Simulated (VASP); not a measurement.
Here is a VASP 6.6.1 calculation.

INCAR

```
SYSTEM = BeTe
ALGO = Normal
EDIFF = 1E-6
ENCUT = 520
ISIF = 2
ISMEAR = -1
LASPH = .True.
LCHARG = .True.
LELF = .True.
LREAL = .False.
LVHAR = .True.
LWAVE = .False.
NBANDS = 11
NELM = 100
PREC = Accurate
SIGMA = 0.05
```

The input KPOINTS:

```
k-points
0
Gamma
  8 8 8
  0 0 0
```

The input POSCAR:

```
BeTe
1.0
    0.0000000000      2.7325629784      2.7325629784
    2.7325629784      0.0000000000      2.7325629784
    2.7325629784      2.7325629784      0.0000000000
Te Be
1 1
Direct
    0.7500000000      0.7500000000      0.7500000000
    0.0000000000      0.0000000000      0.0000000000
```

Potentials or basis: VASP PAW LDA potentials, release 64 (Te, Be).

Run with:

```sh
$ cat potpaw_LDA.64/Te/POTCAR potpaw_LDA.64/Be/POTCAR > POTCAR
$ mpirun -np 1 vasp_std > vasp.out
```

**Question.** Estimate the band gap on the k mesh.

**Answer.** 1.65 eV, indirect (least direct gap 3.50 eV).

**Question.** Predict the pressure.

**Answer.** 3.8 GPa.

Caveat: spin-orbit coupling is left out, which moves the levels of the heavy elements. A k mesh can miss the band edges.
